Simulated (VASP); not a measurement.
Here is a VASP 6.6.1 calculation.

File INCAR:

```
SYSTEM = Nb3Te8Mo
ALGO = Normal
EDIFF = 1E-6
ENCUT = 500
GGA = PE
GGA_COMPAT = .FALSE.
ISIF = 2
ISMEAR = 0
ISPIN = 2
LASPH = .TRUE.
LCHARG = .FALSE.
LMAXMIX = 4
LORBIT = 11
LREAL = .FALSE.
LWAVE = .FALSE.
MAGMOM = 1 1 1 0 0 0 0 0 0 0 0 1
NBANDS = 66
NELM = 200
PREC = Accurate
SIGMA = 0.1
```

File KPOINTS:

```
k-points
0
G
  6 6 1
  0 0 0
```

Contents of POSCAR:

```
Nb3Te8Mo
1.0
    3.6337391770      0.0000000000      0.0000000000
   -1.8168695885      3.1469104380      0.0000000000
    0.0000000000      0.0000000000     29.5807242147
Nb Te Mo
3 8 1
Direct
    0.0000000000      0.0000000000      0.7501582692
    0.0000000000      0.0000000000      0.2498417308
    0.0000000000      0.0000000000      0.5000000000
    0.6666666667      0.3333333333      0.9391375561
    0.6666666667      0.3333333333      0.1866598579
    0.6666666667      0.3333333333      0.4367790967
    0.6666666667      0.3333333333      0.6869182776
    0.3333333333      0.6666666667      0.8133401421
    0.3333333333      0.6666666667      0.0608624439
    0.3333333333      0.6666666667      0.3130817224
    0.3333333333      0.6666666667      0.5632209033
    0.0000000000      0.0000000000      0.0000000000
```

Potentials or basis: VASP PAW PBE potentials, release 64 (Nb_sv, Te, Mo_sv).

Run with:

```sh
$ cat potpaw_PBE.64/Nb_sv/POTCAR potpaw_PBE.64/Te/POTCAR potpaw_PBE.64/Mo_sv/POTCAR > POTCAR
$ mpirun -np 1 vasp_std > vasp.out
```

Task: Estimate the net moment.

Result: 0.00 μB per cell.

Task: Estimate the largest force.

Result: 0.044 eV/Å.

Forces on the atoms (eV/Å):
```
Nb   0.000  0.000  0.000
Nb   0.000  0.000  0.000
Nb   0.000  0.000  0.000
Te   0.000  0.000 -0.044
Te   0.000  0.000  0.023
Te   0.000  0.000  0.027
Te   0.000  0.000  0.021
Te   0.000  0.000 -0.023
Te   0.000  0.000  0.044
Te   0.000  0.000 -0.021
Te   0.000  0.000 -0.027
Mo   0.000  0.000  0.000
```
